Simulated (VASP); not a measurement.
AlN, 2 atoms in the cell. It takes space group Fm-3m (No. 225, cubic). Conventional cell: a = 3.938 Å, b = 3.938 Å, c = 3.938 Å, α = 90.00°, β = 90.00°, γ = 90.00°. Within 2.6 Å of Al (site symmetry m-3m) lie 6 N at 1.97 Å. N (site symmetry m-3m) has 6 Al at 1.97 Å within 2.6 Å. 

| Item | Value |
| --- | --- |
| Program | VASP 6.6.1 |
| Task | single point |
| Functional | PBE |
| Potentials or basis | VASP PAW PBE potentials, release 64 (Al, N) |
| Cutoff | 600 eV |
| k mesh | 8 × 8 × 8 |
| Occupations | fermi-dirac, width 0.01 eV |
| Spin | no spin polarisation |
| Dipole correction | no |
| Further INCAR settings | ALGO = Normal; EDIFF = 1e-06; NBANDS = 11 |

Potentials or basis: VASP PAW PBE potentials, release 64 (Al, N).

Command:

```sh
$ cat potpaw_PBE.64/Al/POTCAR potpaw_PBE.64/N/POTCAR > POTCAR
$ mpirun -np 1 vasp_std > vasp.out
```

Hardware: 1 thread of AMD EPYC 7R13 Processor (Zen 3), with other jobs on the host.

Task: Estimate the wall time of this run.

Result: It took 6.8 s on 1 thread of AMD EPYC 7R13 Processor (Zen 3), on a shared host, peak memory 0.1 GiB. Counts: scf iterations 12, k points 29.
